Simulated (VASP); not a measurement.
# WSe2 in VASP: further runs, part 2 of 2

VASP 6.6.1. Earlier steps stand in the parts before.

## Step 4: Single point, PBEsol (strain +0.0450 x Voigt [0, 1, 0, 0, 0, 0])

Input file INCAR:

```
ALGO = Normal
EDIFF = 1E-6
ENCUT = 520
GGA = PS
ISIF = 2
ISMEAR = 0
LASPH = True
LCHARG = False
LREAL = False
LWAVE = False
NBANDS = 20
NELM = 80
PREC = Accurate
SIGMA = 0.05
```

Input file KPOINTS:

```
k-points
0
Gamma
  12 12 2
```

Input file POSCAR:

```
WSe2
1.0
    3.3179375931      0.0000000000      0.0000000000
   -1.6589687966      3.0027220648      0.0000000000
    0.0000000000      0.0000000000     16.6581424200
W Se
1 2
Direct
    0.0000000000      0.0000000000      0.0000000000
    0.3333333333      0.6666666667      0.0997865200
    0.3333333333      0.6666666667      0.9002134800
```

Potentials or basis: VASP PAW PBE potentials, release 64 (W_sv, Se).

Launch:

```sh
$ cat potpaw_PBE.64/W_sv/POTCAR potpaw_PBE.64/Se/POTCAR > POTCAR
$ mpirun -np 1 vasp_std > vasp.out
```

OUTCAR:

```text
EDIFF = 1E-6
   ENCUT = 520
   GGA = PS
   ISIF = 2
   ISMEAR = 0
   LASPH = True
   LREAL = False
   NELM = 80
   PREC = Accurate

 ion  position               nearest neighbor table
   1  0.000  0.000  0.000-   2 2.55   3 2.55   2 2.55   3 2.55   2 2.60   3 2.60
   2  0.333  0.667  0.100-   1 2.55   1 2.55   1 2.60
   3  0.333  0.667  0.900-   1 2.55   1 2.55   1 2.60

[... 750 lines left out ...]

  FORCE on cell =-STRESS in cart. coord.  units (eV):
  Direction    XX          YY          ZZ          XY          YZ          ZX
  --------------------------------------------------------------------------------------
  -------------------------------------------------------------------------------------
  Total       -2.2759235     -4.7154879     -1.7278142      0.0000000      0.0000000      0.0000000
  in kB      -21.9714295    -45.5226250    -16.6800634      0.0000000      0.0000000      0.0000000
  external PRESSURE =     -28.0580393 kB  Pullay stress =       0.0000000 kB

 VOLUME and BASIS-vectors are now :
 -----------------------------------------------------------------------------
  energy-cutoff  :      520.00
  volume of cell :      165.96
      direct lattice vectors                 reciprocal lattice vectors
     3.317937593  0.000000000  0.000000000     0.301392046  0.166515578  0.000000000
    -1.658968797  3.002722065  0.000000000     0.000000000  0.333031156  0.000000000
     0.000000000  0.000000000 16.658142420     0.000000000  0.000000000  0.060030703

 POSITION                                       TOTAL-FORCE (eV/Angst)
 -----------------------------------------------------------------------------------
      0.00000      0.00000      0.00000        -0.000000      0.216682      0.000000
     -0.00000      2.00181      1.66226         0.000000     -0.108341     -0.516129
     -0.00000      2.00181     14.99588         0.000000     -0.108341      0.516129
 -----------------------------------------------------------------------------------
    total drift:                                0.000000      0.000089      0.000000

  FREE ENERGIE OF THE ION-ELECTRON SYSTEM (eV)
  ---------------------------------------------------
  free  energy   TOTEN  =       -23.0848855640 eV

  energy  without entropy=      -23.0848855640  energy(sigma->0) =      -23.08488556
```

OSZICAR:

```text
N       E                     dE             d eps       ncg     rms          rms(c)
DAV:   1     0.165161696904E+03    0.16516E+03   -0.11871E+04  4128   0.109E+03
DAV:   2    -0.110807524492E+02   -0.17624E+03   -0.17111E+03  4460   0.254E+02
DAV:   3    -0.239963145897E+02   -0.12916E+02   -0.12826E+02  4752   0.630E+01
[... 12 lines left out ...]
DAV:  16    -0.230848081609E+02   -0.64259E-04   -0.95344E-06  4412   0.101E-02    0.608E-03
DAV:  17    -0.230848609911E+02   -0.52830E-04   -0.26318E-06  3504   0.523E-03    0.183E-03
DAV:  18    -0.230848778233E+02   -0.16832E-04   -0.68151E-07  3592   0.297E-03    0.840E-04
DAV:  19    -0.230848847086E+02   -0.68853E-05   -0.31564E-07  3156   0.156E-03    0.228E-04
DAV:  20    -0.230848855640E+02   -0.85541E-06   -0.25097E-08  2760   0.590E-04
   1 F= -.23084886E+02 E0= -.23084886E+02  d E =-.263264E-27
```

It used 260 s of CPU time on 1 thread of Intel(R) Xeon(R) 6975P-C (Granite Rapids) (shared host).

Results:

```yaml
Free_energy: -23.0849 eV
Largest_force: 0.527 eV/Å
Band_gap_on_the_k_mesh: 1.31 eV
```

Forces on the atoms (eV/Å):
```
W    0.000  0.217  0.000
Se   0.000 -0.108 -0.516
Se   0.000 -0.108  0.516
```

Levels at points of the mesh, in eV from the valence-band top:
```tsv
k point	band 10	band 11	band 12	band 13	band 14	band 15	band 16	band 17
(0.00, 0.00, 0.00)	-1.91	-1.41	-1.25	-0.12	2.54	2.77	2.93	3.12
(0.50, 0.00, 0.00)	-3.10	-1.86	-1.22	-0.84	2.03	2.62	3.54	4.18
(0.00, 0.50, 0.00)	-2.68	-2.00	-0.98	-0.80	2.12	2.41	3.63	4.14
(0.00, 0.00, 0.50)	-1.91	-1.41	-1.25	-0.12	2.54	2.77	2.93	3.12
(0.50, 0.00, 0.50)	-3.10	-1.86	-1.22	-0.84	2.03	2.62	3.54	4.18
(0.00, 0.50, 0.50)	-2.68	-2.00	-0.98	-0.80	2.12	2.41	3.63	4.14
```

Caveat: the cell differs from its parent crystal (strain +0.0450 x Voigt [0, 1, 0, 0, 0, 0]); there is no dipole correction, which matters where the two faces differ; the PAW data sets were made with another functional, which shifts forces and pressure a little; spin-orbit coupling is left out, which moves the levels of the heavy elements.

## Step 5: Single point, PBEsol (strain +0.0525 x Voigt [0, 1, 0, 0, 0, 0])

Input file INCAR:

```
SYSTEM = WSe2
  PREC = Accurate
  ENCUT = 520
  EDIFF = 1E-6
  ISMEAR = 0
  SIGMA = 0.05
  LREAL = .FALSE.
  LASPH = .TRUE.
  NELM = 80
  ALGO = Normal
  ISIF = 2
  LWAVE = .FALSE.
  LCHARG = .FALSE.
  GGA = PS
  NBANDS = 20
```

Input file KPOINTS:

```
Automatic mesh
0
G
  12 12 2
  0 0 0
```

Changes to POSCAR since step 4:

```diff
@@ -3,3 +3,3 @@
     3.3179375931      0.0000000000      0.0000000000
-   -1.6589687966      3.0027220648      0.0000000000
+   -1.6589687966      3.0242727016      0.0000000000
     0.0000000000      0.0000000000     16.6581424200
```

Launch:

```sh
$ cat potpaw_PBE.64/W_sv/POTCAR potpaw_PBE.64/Se/POTCAR > POTCAR
$ mpirun -np 1 vasp_std > vasp.out
```

It used 240 s of CPU time on 1 thread of Intel(R) Xeon(R) 6975P-C (Granite Rapids), with other jobs on the host.

It converged, with:

| Quantity | Value |
| --- | --- |
| Free energy | -23.0495 eV |
| Largest force | 0.594 eV/Å |
| Band gap on the k mesh | 1.28 eV |

Forces on the atoms (eV/Å):
```
W    0.000  0.235  0.000
Se   0.000 -0.117 -0.582
Se   0.000 -0.117  0.582
```

Levels at points of the mesh, in eV from the valence-band top:
| k point | band 9 | band 10 | band 11 | band 12 | band 13 | band 14 | band 15 | band 16 | band 17 | band 18 |
| --- | --- | --- | --- | --- | --- | --- | --- | --- | --- | --- |
| (0.00, 0.00, 0.00) | -2.13 | -1.90 | -1.42 | -1.24 | -0.10 | 2.48 | 2.71 | 2.93 | 3.12 | 4.04 |
| (0.50, 0.00, 0.00) | -3.96 | -3.11 | -1.83 | -1.26 | -0.82 | 1.97 | 2.62 | 3.50 | 4.15 | 4.26 |
| (0.00, 0.50, 0.00) | -4.05 | -2.63 | -1.99 | -0.98 | -0.78 | 2.10 | 2.35 | 3.61 | 4.12 | 4.34 |
| (0.00, 0.00, 0.50) | -2.13 | -1.90 | -1.42 | -1.24 | -0.10 | 2.48 | 2.71 | 2.93 | 3.12 | 4.06 |
| (0.50, 0.00, 0.50) | -3.96 | -3.11 | -1.83 | -1.26 | -0.82 | 1.97 | 2.62 | 3.50 | 4.15 | 4.26 |
| (0.00, 0.50, 0.50) | -4.05 | -2.63 | -1.99 | -0.98 | -0.78 | 2.10 | 2.35 | 3.61 | 4.12 | 4.34 |

Caveat: the cell differs from its parent crystal (strain +0.0525 x Voigt [0, 1, 0, 0, 0, 0]); there is no dipole correction, which matters where the two faces differ; the PAW data sets were made with another functional, which shifts forces and pressure a little; spin-orbit coupling is left out, which moves the levels of the heavy elements.

## Step 6: The runs side by side

| cell | gap on the mesh (eV) | largest force (eV/Å) |
| --- | --- | --- |
| a = 3.318, b = 3.355, c = 16.658 Å, angles 90.0, 90.0, 119.6°, 3 atoms | 1.44 | 0.23 |
| a = 3.318, b = 3.393, c = 16.658 Å, angles 90.0, 90.0, 119.3°, 3 atoms | 1.37 | 0.39 |
| a = 3.318, b = 3.431, c = 16.658 Å, angles 90.0, 90.0, 118.9°, 3 atoms | 1.31 | 0.53 |
| a = 3.318, b = 3.449, c = 16.658 Å, angles 90.0, 90.0, 118.7°, 3 atoms | 1.28 | 0.59 |

Alike in all rows: task single point; level PBEsol; potentials or basis VASP PAW PBE potentials, release 64 (W_sv, Se); no spin polarisation; k mesh 12 × 12 × 2; cutoff (eV) 520; smearing gaussian 0.05 eV.

Caveats: there is no dipole correction, which matters where the two faces differ; the PAW data sets were made with another functional, which shifts forces and pressure a little; spin-orbit coupling is left out, which moves the levels of the heavy elements.

Absolute energies hang on the potentials; compare differences alone.
